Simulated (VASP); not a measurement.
# Se (Im-3m) in VASP: a series of runs, part 2 of 2

VASP 6.6.1. Earlier steps stand in the parts before.

## 3. Single point, PBE

Input file INCAR:

```
  ALGO = Normal
  EDIFF = 1E-6
  ENCUT = 520
  GGA = PE
  ISIF = 2
  ISMEAR = -1
  LASPH = T
  LCHARG = F
  LREAL = F
  LWAVE = F
  NBANDS = 9
  NELM = 60
  PREC = Accurate
  SIGMA = 0.1
```

Input file KPOINTS:

```
k-points
0
Gamma
  21 21 21
```

Input file POSCAR:

```
Se
1.0
   -1.2751022329      1.2751022329      1.2751022329
    1.2751022329     -1.2751022329      1.2751022329
    1.2751022329      1.2751022329     -1.2751022329
Se
1
Direct
    0.0000000000      0.0000000000      0.0000000000
```

Potentials or basis: VASP PAW PBE potentials, release 64 (Se).

The run is started by

```bash
cat potpaw_PBE.64/Se/POTCAR > POTCAR
mpirun -np 1 vasp_std > vasp.out
```

OUTCAR:

```text
EDIFF = 1E-6
   ENCUT = 520
   GGA = PE
   ISIF = 2
   ISMEAR = -1
   LASPH = T
   LREAL = F
   NELM = 60
   PREC = Accurate

 ion  position               nearest neighbor table
   1  0.000  0.000  0.000-

  LATTYP: Found a body centered cubic cell.
 ALAT       =     2.5502044658

  Lattice vectors:

 A1 = (  -1.2751022329,   1.2751022329,   1.2751022329)
 A2 = (   1.2751022329,  -1.2751022329,   1.2751022329)
 A3 = (   1.2751022329,   1.2751022329,  -1.2751022329)

Analysis of symmetry for initial positions (statically):
=====================================================================
 Subroutine PRICEL returns:
 Original cell was already a primitive cell.

 Routine SETGRP: Setting up the symmetry group for a
 body centered cubic supercell.

 Subroutine GETGRP returns: Found 48 space group operations
 (whereof 48 operations were pure point group operations)
 out of a pool of 48 trial point group operations.

The static configuration has the point symmetry O_h .

Analysis of symmetry for dynamics (positions and initial velocities):
=====================================================================
 Subroutine PRICEL returns:
 Original cell was already a primitive cell.

 Routine SETGRP: Setting up the symmetry group for a
 body centered cubic supercell.

 Subroutine GETGRP returns: Found 48 space group operations
 (whereof 48 operations were pure point group operations)
 out of a pool of 48 trial point group operations.

The dynamic configuration has the point symmetry O_h .

 Subroutine INISYM returns: Found 48 space group operations
 (whereof 48 operations are pure point group operations),
 and found     1 'primitive' translations

----------------------------------------------------------------------------------------

                                     Primitive cell

  volume of cell :       8.2927

[... 101 lines left out ...]
   ISMEAR =    -1;   SIGMA  =   0.10  broadening in eV -4-tet -1-fermi 0-gaus
   EFERMI_NEDOS =   21; number of points for ismear=-14 and -15
   IALGO  =     38    algorithm
   IMIX   =      4    mixing-type and parameters
     AMIX     =   0.40;   BMIX     =  1.00
     AMIX_MAG =   1.60;   BMIX_MAG =  1.00
  volume/ion in A,a.u.               =       8.29        55.96
  Fermi-wavevector in a.u.,A,eV,Ry     =   1.469694  2.777319 29.388589  2.160000
  Thomas-Fermi vector in A             =   2.585040
   LORBIT       =      0    0 simple, 1 ext, 2 COOP (PROOUT), +10 PAW based schemes
   GGA     = PE    functional components
   LHFCALC =     F    Hartree Fock is set to
   AEXX    =    0.0000 exact exchange contribution
   IVDW    =     0    specifies the selected vdW correction
   LEPSILON=     F    determine dielectric tensor
   LRPA    =     F    only Hartree local field effects (RPA)
 non-spin polarized calculation
  energy-cutoff  :      520.00
  volume of cell :        8.29
 maximum number of plane-waves:       236
   NGX =  9   NGY =  9   NGZ =  9

 number of electron       5.9999998 magnetization

 Free energy of the ion-electron system (eV)
  ---------------------------------------------------
  ext. energy  EPLUGINS =         0.00000000
  ---------------------------------------------------
  free energy    TOTEN  =         5.05581708 eV

  energy without entropy =        5.06639000  energy(sigma->0) =        5.06110354

 E-fermi :  21.9607     XC(G=0): -15.0930

 val. band max:       21.9042767303   @ k =  -0.3810   0.3810   0.3333
 cond. band min:      21.9609057801   @ k =  -0.1905   0.2857   0.0476
 fundamental gap:      0.0566290498
 Fermi energy:        21.9606551714

 k-point     1 :       0.0000    0.0000    0.0000
  band No.  band energies     occupation
      1      -7.6784      2.00000
      2      33.4998      0.00000
      3      33.4998      0.00000
      4      33.4998      0.00000
      5      37.2477      0.00000
      6      37.2477      0.00000
      7      37.2477      0.00000
      8      40.4122      0.00000
      9      40.4122      0.00000
[... 265 lines left out ...]
 k-point    24 :       0.1905    0.0952    0.0000
  band No.  band energies     occupation
      1      -4.6796      2.00000
      2      19.5988      2.00000
      3      23.6165      0.00000
      4      27.5811      0.00000
      5      33.6312      0.00000
      6      35.8578      0.00000
      7      38.9598      0.00000
      8      44.4391      0.00000
      9      46.8537      0.00000

 [... further k-points ...]
[... 5 lines left out ...]
  --------------------------------------------------------------------------------------
  -------------------------------------------------------------------------------------
  Total       24.3511809     24.3511809     24.3511809      0.0000000      0.0000000     -0.0000000
  in kB     4704.7396850   4704.7396850   4704.7396850      0.0000000      0.0000000     -0.0000000
  external PRESSURE =    4704.7396850 kB  Pullay stress =       0.0000000 kB

 VOLUME and BASIS-vectors are now :
 -----------------------------------------------------------------------------
  energy-cutoff  :      520.00
  volume of cell :        8.29
      direct lattice vectors                 reciprocal lattice vectors
    -1.275102233  1.275102233  1.275102233     0.000000000  0.392125421  0.392125421
     1.275102233 -1.275102233  1.275102233     0.392125421  0.000000000  0.392125421
     1.275102233  1.275102233 -1.275102233     0.392125421  0.392125421  0.000000000

 POSITION                                       TOTAL-FORCE (eV/Angst)
 -----------------------------------------------------------------------------------
      0.00000      0.00000      0.00000        -0.000000      0.000000      0.000000
 -----------------------------------------------------------------------------------
    total drift:                               -0.000000      0.000000      0.000000

  FREE ENERGIE OF THE ION-ELECTRON SYSTEM (eV)
  ---------------------------------------------------
  free  energy   TOTEN  =         5.0558170805 eV

  energy  without entropy=        5.0663899990  energy(sigma->0) =        5.06110354
```

OSZICAR:

```text
N       E                     dE             d eps       ncg     rms          rms(c)
DAV:   1     0.152696891190E+02    0.15270E+02   -0.36578E+03  5605   0.629E+02
DAV:   2     0.502354270934E+01   -0.10246E+02   -0.98549E+01  7112   0.873E+01
DAV:   3     0.491726838625E+01   -0.10627E+00   -0.10556E+00  6137   0.714E+00
DAV:   4     0.491721306692E+01   -0.55319E-04   -0.55314E-04  6824   0.148E-01
DAV:   5     0.491721306079E+01   -0.61381E-08   -0.55673E-08  6014   0.136E-03    0.188E+01
DAV:   6     0.500589312599E+01    0.88680E-01   -0.60301E-03  6594   0.626E-01    0.114E+01
DAV:   7     0.505566832210E+01    0.49775E-01   -0.11723E-02  6761   0.921E-01    0.125E-01
DAV:   8     0.505580741354E+01    0.13909E-03   -0.14908E-04  5966   0.832E-02    0.447E-02
DAV:   9     0.505581511504E+01    0.77015E-05   -0.10306E-05  6954   0.200E-02    0.992E-03
DAV:  10     0.505581721288E+01    0.20978E-05   -0.81558E-08  3241   0.299E-03    0.461E-03
DAV:  11     0.505581708051E+01   -0.13237E-06   -0.42851E-09  2869   0.568E-04
   1 F= 0.50558171E+01 E0= 0.50611035E+01  d E =-.105729E-01
```

stdout:

```text
POSCAR found type information on POSCAR Se
 POSCAR found :  1 types and       1 ions
 scaLAPACK will be used
 LDA part: xc-table for (Slater+PW92), standard interpolation
 POSCAR, INCAR and KPOINTS ok, starting setup
 FFT: planning ... GRIDC
 FFT: planning ... GRID_SOFT
 FFT: planning ... GRID
 WAVECAR not read
 entering main loop
```

It took 4.8 s on 1 thread of Intel Xeon 6975P-C (Granite Rapids), shared host; peak memory 0.13 GiB.

What came out:

| Property | Result |
| --- | --- |
| Free energy | 5.0558 eV |
| Pressure | 470.5 GPa |
| Band gap on the k mesh | zero (band 3 reaches 33.50 eV, above the bottom of band 4 at 11.02 eV) |

Levels at points of the mesh, in eV from the Fermi level:
| k point | band 1 | band 2 | band 3 | band 4 | band 5 | band 6 | band 7 |
| --- | --- | --- | --- | --- | --- | --- | --- |
| (0.00, 0.00, 0.00) | -29.64 | 11.54 | 11.54 | 11.54 | 15.29 | 15.29 | 15.29 |

## 4. Single point, PBE

Input file INCAR:

```
SYSTEM = Se
ALGO = Normal ; EDIFF = 1E-7
ENCUT = 520 ; GGA = PE
ISIF = 2 ; ISMEAR = -1
LASPH = .TRUE. ; LCHARG = .FALSE.
LREAL = .FALSE. ; LWAVE = .FALSE.
NBANDS = 9 ; NELM = 100
PREC = Accurate ; SIGMA = 0.1
```

Input file KPOINTS:

```
k-points
0
G
  21 21 21
  0 0 0
```

POSCAR is that of step 3.

The run is started by

```bash
cat potpaw_PBE.64/Se/POTCAR > POTCAR
mpirun -np 1 vasp_std > vasp.out
```

Run time: 5 s. Hardware: 1 thread of Intel Xeon 6975P-C (Granite Rapids), shared host; peak memory 0.13 GiB.

Results (log left out):

- Free energy: 5.0558 eV
- Pressure: 470.5 GPa
- Band gap on the k mesh: zero (band 3 reaches 33.50 eV, above the bottom of band 4 at 11.02 eV)

Levels at points of the mesh, in eV from the Fermi level:
```csv
k point,band 1,band 2,band 3,band 4,band 5,band 6,band 7
"(0.00, 0.00, 0.00)",-29.64,11.54,11.54,11.54,15.29,15.29,15.29
```

## 5. Single point, PBE

This run uses another cell than the first one, of 20.41 Å³/atom, 2.457 times its volume.

Input file INCAR:

```
SYSTEM = Se
PREC = Accurate
ENCUT = 520
EDIFF = 1E-7
ISMEAR = -1
SIGMA = 0.1
LREAL = .False.
LASPH = .True.
NELM = 80
ALGO = Normal
ISIF = 2
LWAVE = .False.
LCHARG = .False.
GGA = PE
NBANDS = 9
```

Input file KPOINTS:

```
regular mesh
0
Gamma
  21 21 21
  0 0 0
```

Input file POSCAR:

```
Se
1.0
   -1.7214640010      1.7214640010      1.7214640010
    1.7214640010     -1.7214640010      1.7214640010
    1.7214640010      1.7214640010     -1.7214640010
Se
1
Direct
    0.0000000000      0.0000000000      0.0000000000
```

The run is started by

```bash
cat potpaw_PBE.64/Se/POTCAR > POTCAR
mpirun -np 1 vasp_std > vasp.out
```

Wall time 13 s (1 thread of Intel Xeon 6975P-C (Granite Rapids), shared host); peak memory 0.17 GiB.

The run converged. Its results:

| Quantity | Value |
| --- | --- |
| Free energy | -2.9280 eV |
| Pressure | 0.0 GPa |
| Band gap on the k mesh | zero (band 3 reaches 8.40 eV, above the bottom of band 4 at 2.04 eV) |

Levels at points of the mesh, in eV from the Fermi level:
| k point | band 1 | band 2 | band 3 | band 4 | band 5 | band 6 | band 7 | band 8 |
| --- | --- | --- | --- | --- | --- | --- | --- | --- |
| (0.00, 0.00, 0.00) | -16.09 | 2.94 | 2.94 | 2.94 | 11.08 | 12.38 | 12.38 | 12.38 |

## 6. Summary

```csv
cell,gap on the mesh (eV),pressure (GPa)
"a = 2.210 Å, angles 109.5°, 1 atom",none,468.2
"a = 2.209 Å, angles 109.5°, 1 atom",none,470.5
"a = 2.982 Å, angles 109.5°, 1 atom",none,0.0
```

Alike in all rows: task single point; level PBE; potentials or basis VASP PAW PBE potentials, release 64 (Se); no spin polarisation; k mesh 21 × 21 × 21; cutoff (eV) 520; smearing fermi-dirac 0.1 eV.

Total energies depend on the potentials used, so only differences within one code and one set of settings carry meaning.
